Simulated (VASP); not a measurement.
Wanted: the native input for a VASP 6.6.1 run.

| Property | Result |
| --- | --- |
| Task | single point |
| Functional | PBE |
| Potentials or basis | VASP PAW PBE potentials, release 64 (Mg, Ge_d, N) |
| Cutoff | 520 eV |
| k mesh | 6 × 6 × 2 |
| Occupations | gaussian, width 0.1 eV |
| Spin | no spin polarisation |
| Dipole correction | no |
| Further INCAR settings | ALGO = Normal; EDIFF = 1e-06; NBANDS = 26 |

The structure of Mg2Ge2N lies in POSCAR:

```
Mg2Ge2N
1.0
    3.2790568646     -0.0000000030      0.0000000000
   -1.6395284297      2.8397465467      0.0000000000
    0.0000000000      0.0000000000      8.7717828691
Mg Ge N
2 2 1
Direct
    0.6666666667      0.3333333333      0.8830943292
    0.3333333333      0.6666666667      0.1169056708
    0.3333333333      0.6666666667      0.6019856203
    0.6666666667      0.3333333333      0.3980143797
    0.0000000000      0.0000000000      0.0000000000
```

The input as run:

INCAR

```
PREC = Accurate
ENCUT = 520
EDIFF = 1E-6
ISMEAR = 0
SIGMA = 0.1
LREAL = False
LASPH = True
NELM = 80
ALGO = Normal
ISIF = 2
LWAVE = False
LCHARG = False
GGA = PE
NBANDS = 26
```

KPOINTS

```
Automatic mesh
0
Gamma
  6 6 2
```

Potentials or basis: VASP PAW PBE potentials, release 64 (Mg, Ge_d, N).

The run is started by

```console
$ cat potpaw_PBE.64/Mg/POTCAR potpaw_PBE.64/Ge_d/POTCAR potpaw_PBE.64/N/POTCAR > POTCAR
$ mpirun -np 1 vasp_std > vasp.out
```

Results of the run:

```json
{
  "Pressure": "0.0 GPa",
  "Largest force": "0.050 eV/Å"
}
```

Caveat: the k points lie up to 0.37 Å⁻¹ apart.

It took 21 s on 1 thread of Intel(R) Xeon(R) Platinum 8488C (Sapphire Rapids), on a shared host, peak memory 0.19 GiB.
